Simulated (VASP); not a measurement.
Crystal: Pt.

```
Pt
1.0
    -1.58422    1.58422    1.58422
     1.58422   -1.58422    1.58422
     1.58422    1.58422   -1.58422
Pt
1
Direct
  0.00000 0.00000 0.00000
```

| Property | Result |
| --- | --- |
| Program | VASP 6.6.1 |
| Task | relaxation of cell and atoms |
| Functional | BLYP |
| Potentials or basis | VASP PAW PBE potentials, release 64 (Pt) |
| Cutoff | 600 eV |
| k mesh | 12 × 12 × 12 |
| Occupations | fermi-dirac, width 0.05 eV |
| Spin | no spin polarisation |

At the start: pressure 13.7 GPa; volume 15.90 Å³/atom.

Where does the relaxation end?

Over 4 steps the energy falls by 39.6 meV/atom and the volume is 16.90 Å³/atom (+6.3 %); space group Im-3m (No. 229, to 0.05 Å).

Step by step:
| step | energy change (eV) | largest force (eV/Å) | pressure (GPa) | volume (Å³) |
| --- | --- | --- | --- | --- |
| 1 | 0.0000 | 0.0000 | 13.72 | 15.90 |
| 2 | 0.1082 | 0.0000 | -17.35 | 19.25 |
| 3 | -0.0395 | 0.0000 | -0.53 | 16.94 |
| 4 | -0.0396 | 0.0000 | -0.07 | 16.90 |

Final structure:
```
Pt
1.0
    -1.61656    1.61656    1.61656
     1.61656   -1.61656    1.61656
     1.61656    1.61656   -1.61656
Pt
1
Direct
  0.00000 0.00000 0.00000
```

Caveat: the PAW data sets were made with another functional, which shifts forces and pressure a little.
